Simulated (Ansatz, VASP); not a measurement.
# CuF in VASP and in Ansatz

```
Cu F
1.0
     3.50866    0.00000    0.00000
    -1.75433    3.03859    0.00000
     0.00000    0.00000    5.08252
Cu F
2 2
Direct
  0.33333 0.66667 0.25000
  0.66667 0.33333 0.75000
  0.66667 0.33333 0.25000
  0.33333 0.66667 0.75000
```

Alike in both runs: task single point; functional r2SCAN; k mesh 9 × 9 × 4; occupations fermi-dirac, width 0.02 eV; no spin polarisation.

|  | VASP | Ansatz |
| --- | --- | --- |
| version | VASP 6.6.1 | Ansatz 0.2.0 |
| potentials or method | VASP PAW PBE potentials, release 64 (Cu, F) | plane waves, PAW |
| plane-wave cutoff (eV) | 520 | 500 |
| valence electrons in the cell | 36 | 52 |

|  | VASP | Ansatz | Ansatz less VASP |
| --- | --- | --- | --- |
| pressure (GPa) | 0.2 | 0.0 | -0.19 |
| traceless stress, the component that is largest in VASP (GPa) | -0.49 | -0.02 | +0.471 |

VASP's potentials were made for PBE, not for r2SCAN. VASP's potentials hold 36 valence electrons a cell and Ansatz's 52, so a difference there can come from the potentials and not from the codes.
